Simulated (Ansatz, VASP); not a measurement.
## H15C2NO6: VASP beside Ansatz

```
CELL_PARAMETERS angstrom
6.43928 0.00000 0.00000
0.00000 6.43928 0.00000
0.00000 0.00000 6.43928
ATOMIC_POSITIONS crystal
O 0.53240 0.05567 0.78201
O 0.44388 0.23442 0.26273
O 0.40721 0.64245 0.85466
O 0.08816 0.45348 0.40395
O 0.68323 0.40308 0.57967
O 0.31384 0.82416 0.24576
H 0.64124 0.98969 0.86432
H 0.60407 0.16689 0.70111
H 0.48277 0.26591 0.11996
H 0.42377 0.08139 0.26604
H 0.40703 0.77692 0.78364
H 0.50889 0.56317 0.77243
H 0.15690 0.58890 0.40154
H 0.20191 0.36159 0.35777
H 0.60646 0.36300 0.45282
H 0.82577 0.43142 0.53063
H 0.17196 0.85642 0.20213
H 0.37036 0.74688 0.12581
H 0.02991 0.36472 0.94212
H 0.23504 0.18732 0.87414
H 0.01325 0.20861 0.71215
C 0.06635 0.21212 0.87403
C 0.96711 0.04875 0.98965
N 0.88639 0.91493 0.08110
```

Alike in both runs: functional PBE; k mesh 1 × 1 × 1; occupations fermi-dirac, width 0.05 eV; no spin polarisation.

Ansatz relaxed the structure, and its values are those at the end. VASP's run is a single point on that final structure, the one shown.

|  | VASP | Ansatz |
| --- | --- | --- |
| version | VASP 6.6.1 | Ansatz 0.2.0 |
| potentials or method | VASP PAW PBE potentials, release 64 (O_h, H_h, C_h, N_h), cutoff 1000 eV | scalar-relativistic, plane waves, PAW |
| valence electrons in the cell | 64 | 64 |

```tsv
	VASP	Ansatz	Ansatz less VASP
gap on the k mesh at the Fermi level (eV)	5.05	5.05	-0.004
rms of the force components (eV/Å)	0.068	0.068	-0.0007
```

Ansatz's warnings: xc potential rough in thin density.
